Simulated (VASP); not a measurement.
A run of VASP 6.6.1 is set up as follows.

Contents of INCAR:

```
  ALGO = Normal
  EDIFF = 1E-7
  ENCUT = 520
  GGA = PS
  ISIF = 2
  ISMEAR = 0
  LASPH = True
  LCHARG = False
  LREAL = False
  LWAVE = False
  NBANDS = 24
  NELM = 100
  PREC = Accurate
  SIGMA = 0.01
```

Contents of KPOINTS:

```
k-points
0
Gamma
  5 5 3
```

Contents of POSCAR:

```
KI
1.0
    2.4199847677     -4.1955007389      0.0000000000
    2.4199847677      4.1955007389      0.0000000000
    0.0000000000      0.0000000000      8.4895727928
K I
2 2
Direct
    0.5000000000      0.5000000000      0.5000000000
    0.5000000000      0.5000000000      0.0000000000
    0.8333177531      0.1666822469      0.2500000000
    0.1666822469      0.8333177531      0.7500000000
```

Potentials or basis: VASP PAW PBE potentials, release 64 (K_sv, I).

The run is started by

```console
$ cat potpaw_PBE.64/K_sv/POTCAR potpaw_PBE.64/I/POTCAR > POTCAR
$ mpirun -np 1 vasp_std > vasp.out
```

Problem. What does it give for the band gap on the k mesh?

Solution. 3.78 eV.

Problem. Estimate the pressure.

Solution. 0.0 GPa.

Caveat: the PAW data sets were made with another functional, which shifts forces and pressure a little; spin-orbit coupling is left out, which moves the levels of the heavy elements.
